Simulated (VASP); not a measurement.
# HfN (I4/mmm) in VASP: further runs, part 2 of 2

VASP 6.6.1. Earlier steps stand in the parts before.

## (4) Single point, PBE (strain +0.015 along x and y, +0.030 along z)

Contents of INCAR:

```
SYSTEM = HfN
ALGO = Normal ; EDIFF = 1E-6
ENCUT = 520 ; GGA = PE
ISIF = 2 ; ISMEAR = 0
LASPH = .TRUE. ; LCHARG = .FALSE.
LREAL = .FALSE. ; LWAVE = .FALSE.
NBANDS = 14 ; NELM = 60
PREC = Accurate ; SIGMA = 0.15
```

Contents of KPOINTS:

```
k-points
0
G
  18 18 18
  0 0 0
```

Contents of POSCAR:

```
HfN
1.0
    0.0000000000      2.2928850000      2.3267700000
    2.2928850000      0.0000000000      2.3267700000
    2.2928850000      2.2928850000      0.0000000000
Hf N
1 1
Direct
    0.0000000000      0.0000000000      0.0000000000
    0.5000000000      0.5000000000      0.5000000000
```

Potentials or basis: VASP PAW PBE potentials, release 64 (Hf_pv, N).

Command:

```console
$ cat potpaw_PBE.64/Hf_pv/POTCAR potpaw_PBE.64/N/POTCAR > POTCAR
$ mpirun -np 1 vasp_std > vasp.out
```

OUTCAR:

```text
SYSTEM = HfN
   EDIFF = 1E-6
   ENCUT = 520
   GGA = PE
   ISIF = 2
   ISMEAR = 0
   LASPH = .TRUE.
   LREAL = .FALSE.
   NELM = 60
   PREC = Accurate

 ion  position               nearest neighbor table
   1  0.000  0.000  0.000-   2 2.29   2 2.29   2 2.29   2 2.29   2 2.33   2 2.33
   2  0.500  0.500  0.500-   1 2.29   1 2.29   1 2.29   1 2.29   1 2.33   1 2.33

  LATTYP: Found a body centered tetragonal cell.
 ALAT       =     3.2426290640
 C/A-ratio  =     1.4351132702

  Lattice vectors:

 A1 = (  -2.2928850000,   0.0000000000,   2.3267700000)
 A2 = (   2.2928850000,   0.0000000000,   2.3267700000)
 A3 = (   0.0000000000,   2.2928850000,  -2.3267700000)

Analysis of symmetry for initial positions (statically):
=====================================================================
 Subroutine PRICEL returns:
 Original cell was already a primitive cell.

 Routine SETGRP: Setting up the symmetry group for a
 body centered tetragonal supercell.

 Subroutine GETGRP returns: Found 16 space group operations
 (whereof 16 operations were pure point group operations)
 out of a pool of 16 trial point group operations.

The static configuration has the point symmetry D_4h.

Analysis of symmetry for dynamics (positions and initial velocities):
[... 168 lines left out ...]
      1     -23.5346      2.00000
      2     -23.5144      2.00000
      3     -23.5144      2.00000
      4      -9.2954      2.00000
      5       4.8723      2.00000
      6       4.9274      2.00000
      7       4.9274      2.00000
      8       7.4441      1.99990
      9       7.5977      1.98511
     10       7.5977      1.98511
     11       9.0050      0.00000
     12       9.6986      0.00000
     13       9.7908      0.00000
     14      17.2870      0.00000
[... 377 lines left out ...]
      1     -23.9003      2.00000
      2     -23.5928      2.00000
      3     -23.5349      2.00000
      4      -8.2293      2.00000
      5       1.6709      2.00000
      6       2.9723      2.00000
      7       3.2614      2.00000
      8       8.2444      0.00025
      9       8.7909      0.00000
     10       9.5259      0.00000
     11      11.1414      0.00000
     12      12.7918      0.00000
     13      13.3061      0.00000
     14      19.8073      0.00000

 [... further k-points ...]
[... 5 lines left out ...]
  --------------------------------------------------------------------------------------
  -------------------------------------------------------------------------------------
  Total       -1.5174378     -1.5174378     -2.3008099      0.0000000     -0.0000000     -0.0000000
  in kB      -99.3741647    -99.3741647   -150.6757369      0.0000000     -0.0000000     -0.0000000
  external PRESSURE =    -116.4746887 kB  Pullay stress =       0.0000000 kB

 VOLUME and BASIS-vectors are now :
 -----------------------------------------------------------------------------
  energy-cutoff  :      520.00
  volume of cell :       24.47
      direct lattice vectors                 reciprocal lattice vectors
     0.000000000  2.292885000  2.326770000    -0.218065886  0.218065886  0.214890170
     2.292885000  0.000000000  2.326770000     0.218065886 -0.218065886  0.214890170
     2.292885000  2.292885000  0.000000000     0.218065886  0.218065886 -0.214890170

 POSITION                                       TOTAL-FORCE (eV/Angst)
 -----------------------------------------------------------------------------------
      0.00000      0.00000      0.00000         0.000000     -0.000000     -0.000000
      2.29289      2.29289      2.32677        -0.000000      0.000000      0.000000
 -----------------------------------------------------------------------------------
    total drift:                                0.000000     -0.000000     -0.000000

  FREE ENERGIE OF THE ION-ELECTRON SYSTEM (eV)
  ---------------------------------------------------
  free  energy   TOTEN  =       -21.7127795077 eV

  energy  without entropy=      -21.7050664139  energy(sigma->0) =      -21.70892296
```

OSZICAR:

```text
N       E                     dE             d eps       ncg     rms          rms(c)
DAV:   1     0.386549986101E+02    0.38655E+02   -0.77756E+03 13456   0.100E+03
DAV:   2    -0.226208918729E+02   -0.61276E+02   -0.57414E+02 17962   0.234E+02
DAV:   3    -0.247302292964E+02   -0.21093E+01   -0.20992E+01 15348   0.356E+01
DAV:   4    -0.247388411446E+02   -0.86118E-02   -0.86103E-02 16002   0.267E+00
DAV:   5    -0.247388999357E+02   -0.58791E-04   -0.58791E-04 15428   0.190E-01    0.436E+01
DAV:   6    -0.218514960729E+02    0.28874E+01   -0.85971E+00 14718   0.218E+01    0.381E+01
DAV:   7    -0.217464366235E+02    0.10506E+00   -0.48236E-01 16554   0.610E+00    0.253E+01
DAV:   8    -0.217210222554E+02    0.25414E-01   -0.15632E-01 15048   0.334E+00    0.650E+00
DAV:   9    -0.217128558967E+02    0.81664E-02   -0.21382E-02 14628   0.118E+00    0.198E+00
DAV:  10    -0.217128156957E+02    0.40201E-04   -0.10932E-03 17894   0.315E-01    0.476E-01
DAV:  11    -0.217127813350E+02    0.34361E-04   -0.68752E-05 16314   0.804E-02    0.113E-01
DAV:  12    -0.217127795805E+02    0.17546E-05   -0.83382E-06 18050   0.241E-02    0.453E-03
DAV:  13    -0.217127795077E+02    0.72765E-07   -0.19680E-07  8508   0.454E-03
   1 F= -.21712780E+02 E0= -.21708923E+02  d E =-.771309E-02
```

stdout:

```text
POSCAR found type information on POSCAR HfN
 POSCAR found :  2 types and       2 ions
 scaLAPACK will be used
 LDA part: xc-table for (Slater+PW92), standard interpolation
 POSCAR, INCAR and KPOINTS ok, starting setup
 FFT: planning ... GRIDC
 FFT: planning ... GRID_SOFT
 FFT: planning ... GRID
 WAVECAR not read
 entering main loop
```

Run time: 38 s. Hardware: 1 thread of Intel Xeon 6975P-C (Granite Rapids), shared host; peak memory 0.28 GiB.

What came out:

| Property | Result |
| --- | --- |
| Free energy | -21.7128 eV |
| Pressure | -11.6 GPa |

Stress tensor (GPa, compression positive):
```
 -9.94   0.00   0.00
  0.00  -9.94   0.00
  0.00   0.00 -15.07
```

Levels at points of the mesh, in eV from the Fermi level:
| k point | band 4 | band 5 | band 6 | band 7 | band 8 | band 9 | band 10 | band 11 | band 12 | band 13 |
| --- | --- | --- | --- | --- | --- | --- | --- | --- | --- | --- |
| (0.00, 0.00, 0.00) | -17.15 | -2.98 | -2.93 | -2.93 | -0.41 | -0.26 | -0.26 | 1.15 | 1.84 | 1.93 |
| (0.50, 0.00, 0.00) | -14.75 | -8.54 | -5.89 | -5.88 | 3.02 | 3.37 | 3.47 | 4.13 | 7.97 | 8.32 |
| (0.50, 0.50, 0.00) | -16.09 | -5.48 | -3.60 | -3.60 | -3.52 | 3.79 | 4.93 | 5.07 | 5.07 | 7.17 |
| (0.50, 0.00, 0.50) | -16.08 | -5.35 | -3.69 | -3.64 | -3.56 | 3.76 | 4.95 | 4.98 | 5.18 | 7.32 |

Caveat: the cell differs from its parent crystal (strain +0.015 along x and y, +0.030 along z); spin-orbit coupling is left out, which moves the levels of the heavy elements.

## (5) The runs side by side

```csv
cell,gap on the mesh (eV),pressure (GPa)
"a = 3.219, b = 3.219, c = 3.243 Å, angles 59.8, 59.8, 60.5°, 2 atoms",none,-4.7
"a = 3.243, b = 3.243, c = 3.291 Å, angles 59.5, 59.5, 61.0°, 2 atoms",none,-11.2
"a = 3.267, b = 3.267, c = 3.243 Å, angles 60.2, 60.2, 59.5°, 2 atoms",none,-11.6
```

Alike in all rows: task single point; level PBE; potentials or basis VASP PAW PBE potentials, release 64 (Hf_pv, N); no spin polarisation; k mesh 18 × 18 × 18; cutoff (eV) 520; smearing gaussian 0.15 eV.

Caveats: spin-orbit coupling is left out, which moves the levels of the heavy elements.

Total energies depend on the potentials used, so only differences within one code and one set of settings carry meaning.
